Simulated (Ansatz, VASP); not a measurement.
**Two plane-wave programs on FeO**

Contents of INCAR:

```
SYSTEM = FeO
PREC = Accurate
ENCUT = 700
EDIFF = 1E-6
ISMEAR = 0
SIGMA = 0.05
LREAL = .False.
LASPH = .True.
NELM = 200
ALGO = Normal
ISIF = 2
LWAVE = .False.
LCHARG = .False.
ISPIN = 2
MAGMOM = 3.81 0.25
LORBIT = 11
LMAXMIX = 4
LDAU = .True.
LDAUTYPE = 1
LDAUL = 2 -1
LDAUU = 5 0
LDAUJ = 0.9 0
LDAUPRINT = 1
GGA = CA
NBANDS = 22
GGA_COMPAT = .False.
```

KPOINTS

```
Automatic mesh
0
Gamma
  8 8 8
  0 0 0
```

The input POSCAR:

```
FeO
1.0
    0.0000000000      2.1554001600      2.1554001600
    2.1554001600      0.0000000000      2.1554001600
    2.1554001600      2.1554001600      0.0000000000
Fe O
1 1
Direct
    0.0000000000      0.0000000000      0.0000000000
    0.5000000000      0.5000000000      0.5000000000
```

Input for Ansatz:

```yaml
crystal:
  lattice:
    - [0.0, 2.15540016, 2.15540016]
    - [2.15540016, 0.0, 2.15540016]
    - [2.15540016, 2.15540016, 0.0]
  atoms:
    - { symbol: Fe, position: [0.0, 0.0, 0.0], spin: 3.0 }
    - { symbol: O, position: [0.5, 0.5, 0.5] }
basis:
  ecutwfc: 420
  ecutrho_ratio: 4
kpoints:
  mp_grid: { grid: [8, 8, 8] }
hamiltonian:
  xc: lda
  hubbard:
    sites:
      - { site: 0, l: d, u: 5.0, j: 0.9, starting_ns: [{ spin: up, occupation_matrix: s0up }, { spin: down, occupation_matrix: s0down }] }
    occupation_matrices:
      s0up:
        matrix:
          - [0.97, 0.0, 0.0, 0.0, 0.0]
          - [0.0, 0.97, 0.0, 0.0, 0.0]
          - [0.0, 0.0, 0.97, 0.0, 0.0]
          - [0.0, 0.0, 0.0, 0.97, 0.0]
          - [0.0, 0.0, 0.0, 0.0, 0.97]
      s0down:
        matrix:
          - [0.15816, -0.02996, 0.26837, -0.16604, 0.10806]
          - [-0.02996, 0.42599, -0.28165, -0.37485, 0.01099]
          - [0.26837, -0.28165, 0.66628, -0.0927, 0.19064]
          - [-0.16604, -0.37485, -0.0927, 0.64209, -0.16527]
          - [0.10806, 0.01099, 0.19064, -0.16527, 0.10748]
    ns_hold: { iters: 12 }
scf:
  occupations: { method: gaussian, width: 0.05 }
  lower_state_search: "off"
  max_iter: 150
output:
  forces: true
  stress: true
  eigenvalues: true
  populations: true
  hubbard: { sites: [{ site: 0, l: d }] }
magnetization:
  spin_polarized: true
```

Alike in both runs: task single point; functional LDA; k mesh 8 × 8 × 8; occupations gaussian, width 0.05 eV; collinear spin; Hubbard terms Fe d U = 5.0 eV, J = 0.9 eV.

|  | VASP | Ansatz |
| --- | --- | --- |
| version | VASP 6.6.1 | Ansatz 0.2.0 |
| potentials or method | VASP PAW LDA potentials, release 64 (Fe_sv, O), cutoff 700 eV | scalar-relativistic, plane waves, PAW |
| valence electrons in the cell | 22 | 22 |

VASP gave:

| Quantity | Value |
| --- | --- |
| pressure (GPa) | -15.1 |
| net moment per atom (μB) | 2.00 |
| size of the moment on the site where the two differ most (μB) | 3.62 |

Problem. Which values does Ansatz return?

Solution. Pressure (GPa): -4.1; net moment per atom (μB): 2.00; size of the moment on the site where the two differ most (μB): 3.46.

LDA's correlation is that of Perdew and Zunger in VASP and of Perdew and Wang (1992) in Ansatz. Site moments also hang on the region over which each program counts them. The programs project onto different local orbitals, so the same U acts differently, and such runs can settle in different states. Ansatz's warnings: specified occupation not kept, symmetry narrowed by occupation matrices.
